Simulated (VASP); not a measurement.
Here is a VASP 6.6.1 calculation.

The input INCAR:

```
ALGO = Fast
EDIFF = 1E-6
ENCUT = 520
GGA = PS
ISIF = 2
ISMEAR = 0
LASPH = True
LCHARG = False
LREAL = False
LWAVE = False
NBANDS = 24
NELM = 100
PREC = Accurate
SIGMA = 0.1
```

Contents of KPOINTS:

```
k-points
0
Gamma
  10 10 14
```

The input POSCAR:

```
Fe3Co
1.0
    4.0235794450      0.0000000000      0.0000000000
    0.0000000000      4.0235794450      0.0000000000
    0.0000000000      0.0000000000      2.8277051700
Fe Co
3 1
Direct
    0.5000000000      0.5000000000      0.0000000000
    0.5000000000      0.0000000000      0.5000000000
    0.0000000000      0.5000000000      0.5000000000
    0.0000000000      0.0000000000      0.0000000000
```

Potentials or basis: VASP PAW PBE potentials, release 64 (Fe, Co).

Launch:

```bash
$ cat potpaw_PBE.64/Fe/POTCAR potpaw_PBE.64/Co/POTCAR > POTCAR
$ mpirun -np 1 vasp_std > vasp.out
```

Q: Estimate the pressure.

A: -27.4 GPa.

Stress tensor (GPa, compression positive):
```
-27.38   0.00   0.00
  0.00 -27.38   0.00
  0.00   0.00 -27.55
```

Caveat: the PAW data sets were made with another functional, which shifts forces and pressure a little; the run has no spin polarisation, though such a crystal can be magnetic. Spin polarisation is off, so any magnetic state and its effect on volume and gap are missing.
